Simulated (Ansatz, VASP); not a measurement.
## CO2: VASP beside Ansatz

INCAR

```
PREC = Accurate ; ENCUT = 520
EDIFF = 1E-7 ; ISMEAR = -1
SIGMA = 0.05 ; LREAL = False
LASPH = True ; NELM = 60
ALGO = Normal ; ISIF = 2
LWAVE = False ; LCHARG = True
GGA = PS ; LELF = True
LVHAR = True ; NBANDS = 25
```

File KPOINTS:

```
Automatic mesh
0
Gamma
  9 9 9
```

The input POSCAR:

```
CO2
1.0
   -1.9344151377      1.9344151377      2.9525293477
    1.9344151377     -1.9344151377      2.9525293477
    1.9344151377      1.9344151377     -2.9525293477
O C
4 2
Direct
    0.8750000000      0.9597980000      0.5847980000
    0.3750000000      0.2902020000      0.4152020000
    0.0402020000      0.6250000000      0.9152020000
    0.7097980000      0.1250000000      0.0847980000
    0.0000000000      0.0000000000      0.0000000000
    0.7500000000      0.2500000000      0.5000000000
```

Contents of input.yaml:

```yaml
crystal:
  lattice:
    - [-1.9344151377, 1.9344151377, 2.9525293477]
    - [1.9344151377, -1.9344151377, 2.9525293477]
    - [1.9344151377, 1.9344151377, -2.9525293477]
  atoms:
    - { symbol: O, position: [0.875, 0.959798, 0.584798] }
    - { symbol: O, position: [0.375, 0.290202, 0.415202] }
    - { symbol: O, position: [0.040202, 0.625, 0.915202] }
    - { symbol: O, position: [0.709798, 0.125, 0.084798] }
    - { symbol: C, position: [0.0, 0.0, 0.0] }
    - { symbol: C, position: [0.75, 0.25, 0.5] }
kpoints:
  mp_grid: { grid: [9, 9, 9] }
scf:
  occupations: { method: fermi_dirac, width: 0.05 }
hamiltonian:
  xc: pbesol
  pseudopotentials: { kind: all_electron, lapw: { basis_error: 0.001 } }
output:
  forces: true
  stress: true
  eigenvalues: true
```

Change from the starting cell: volume scaled by 0.94.

Alike in both runs: task single point; functional PBEsol; k mesh 9 × 9 × 9; occupations fermi-dirac, width 0.05 eV; no spin polarisation.

|  | VASP | Ansatz |
| --- | --- | --- |
| version | VASP 6.6.1 | Ansatz 0.2.0 |
| potentials or method | VASP PAW PBE potentials, release 64 (O, C), cutoff 520 eV | all-electron LAPW, scalar-relativistic |

```tsv
	VASP	Ansatz	Ansatz less VASP
gap on the k mesh at the Fermi level (eV)	7.76	7.83	+0.064
least direct gap on the mesh (eV)	8.26	8.30	+0.039
pressure (GPa)	12.9	11.3	-1.60
traceless stress, the component that is largest in VASP (GPa)	-2.12	-2.05	+0.071
rms of the force components (eV/Å)	0.383	0.348	-0.0350
```

VASP's potentials were made for PBE, not for PBEsol. Atom by atom the forces differ by 0.035 eV/Å (rms over components). Ansatz ran all-electron here, and VASP with PAW potentials.
